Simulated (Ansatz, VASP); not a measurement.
**Two plane-wave programs on BeS**

The input POSCAR:

```
BeS
1.0
    0.0000000000      2.4250000000      2.4250000000
    2.4250000000      0.0000000000      2.4250000000
    2.4250000000      2.4250000000      0.0000000000
S Be
1 1
Direct
    0.7500000000      0.7500000000      0.7500000000
    0.0000000000      0.0000000000      0.0000000000
```

Contents of INCAR.step1:

```
PREC = Accurate ; ENCUT = 520
ISMEAR = 1 ; SIGMA = 0.1
LREAL = F ; LASPH = T
NELM = 60 ; NBANDS = 11
GGA = PE ; ALGO = Normal
EDIFF = 1E-4 ; LWAVE = T
LCHARG = F
```

File INCAR.step2:

```
PREC = Accurate ; ENCUT = 520
EDIFF = 1E-8 ; ISMEAR = 1
SIGMA = 0.1 ; LREAL = F
LASPH = T ; NELM = 60
ALGO = Normal ; ISIF = 2
LWAVE = F ; LCHARG = F
METAGGA = R2SCAN ; LMIXTAU = T
LUSE_VDW = T ; IVDW_NL = 2
BPARAM = 11.95 ; CPARAM = 0.0093
LEFG = T ; NBANDS = 11
ISTART = 1
```

Contents of KPOINTS:

```
regular mesh
0
Gamma
  9 9 9
```

The input input.yaml:

```yaml
crystal:
  lattice:
    - [0.0, 2.425, 2.425]
    - [2.425, 0.0, 2.425]
    - [2.425, 2.425, 0.0]
  atoms:
    - { symbol: S, position: [0.75, 0.75, 0.75] }
    - { symbol: Be, position: [0.0, 0.0, 0.0] }
hamiltonian:
  xc: r2scan
  pseudopotentials: { kind: paw, core: small }
  dispersion: rvv10
kpoints:
  mp_grid: { grid: [9, 9, 9] }
scf:
  occupations: { method: methfessel_paxton, width: 0.1 }
output:
  forces: true
  stress: true
  eigenvalues: true
  efg: {}
  write_density: true
  write_potential: true
  elf: true
  volumetric_format: npy
```

Alike in both runs: task electric field gradients; functional r2SCAN; dispersion rVV10; k mesh 9 × 9 × 9; occupations methfessel-paxton of order 1, width 0.1 eV; no spin polarisation.

|  | VASP | Ansatz |
| --- | --- | --- |
| version | VASP 6.6.1 | Ansatz 0.2.0 |
| potentials or method | VASP PAW PBE potentials, release 64 (S, Be) | Ansatz PAW |
| plane-wave cutoff (eV) | 520 | 500 |
| valence electrons in the cell | 8 | 8 |

VASP gave:

| Item | Value |
| --- | --- |
| gap on the k mesh at the Fermi level (eV) | 3.62 |
| least direct gap on the mesh (eV) | 6.24 |
| pressure (GPa) | 0.8 |

Problem. Estimate Ansatz's values.

Solution. gap on the k mesh at the Fermi level (eV): 3.61; least direct gap on the mesh (eV): 6.21; pressure (GPa): 0.5.

VASP's potentials were made for PBE, not for r2SCAN.

Noted on Ansatz's run: odd divisions of the mesh miss points on the zone boundary, where band edges often lie, so the gap on the mesh can be too wide.
